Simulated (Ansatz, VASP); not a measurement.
# Cu in VASP and in Ansatz

```
CELL_PARAMETERS angstrom
0.00000 1.80750 1.80750
1.80750 0.00000 1.80750
1.80750 1.80750 0.00000
ATOMIC_POSITIONS crystal
Cu 0.00000 0.00000 0.00000
```

Alike in both runs: task relaxation of cell and atoms; functional PBE; dispersion D4; k mesh 13 × 13 × 13; occupations fermi-dirac, width 0.05 eV; no spin polarisation.

|  | VASP | Ansatz |
| --- | --- | --- |
| version | VASP 6.6.1 | Ansatz 0.2.0 |
| potentials or method | VASP PAW PBE potentials, release 64 (Cu), cutoff 600 eV | all-electron LAPW, scalar-relativistic |

Ansatz gave:

- relaxed volume (Å³/atom): 11.40
- relaxed cell length with the largest relative difference (Å): 2.526

Q: Estimate VASP's values.

A: Relaxed volume (Å³/atom): 11.44; relaxed cell length with the largest relative difference (Å): 2.529.

Ansatz ran all-electron here, and VASP with PAW potentials.
